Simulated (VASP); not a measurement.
Input of a VASP 6.6.1 run:

The input INCAR:

```
  PREC = Accurate
  ENCUT = 520
  EDIFF = 1E-6
  ISMEAR = 0
  SIGMA = 0.1
  LREAL = F
  LASPH = T
  NELM = 80
  ALGO = Fast
  ISIF = 2
  LWAVE = F
  LCHARG = F
  GGA = PS
  NBANDS = 16
```

File KPOINTS:

```
Automatic mesh
0
Gamma
  10 10 6
```

The input POSCAR:

```
K
1.0
    2.5026658708     -4.2168815190      0.0000000000
    2.5026658708      4.2168815190      0.0000000000
    0.0000000000      0.0000000000      7.8444513257
K
2
Direct
    0.8391424711      0.1608575289      0.2500000000
    0.1608575289      0.8391424711      0.7500000000
```

Potentials or basis: VASP PAW PBE potentials, release 64 (K_sv).

Command:

```console
$ cat potpaw_PBE.64/K_sv/POTCAR > POTCAR
$ mpirun -np 1 vasp_std > vasp.out
```

Question: Predict the pressure.

Answer: -0.4 GPa.

Question: Predict the largest force.

Answer: 0.013 eV/Å.

Question: Predict the band gap on the k mesh.

Answer: Zero (bands 9 and 10 overlap by 2.23 eV).

Forces in eV/Å, atoms in the order of the input:
```
K    0.000  0.013  0.000
K    0.000 -0.013  0.000
```

Caveat: the cell differs from its parent crystal (strained); the PAW data sets were made with another functional, which shifts forces and pressure a little.
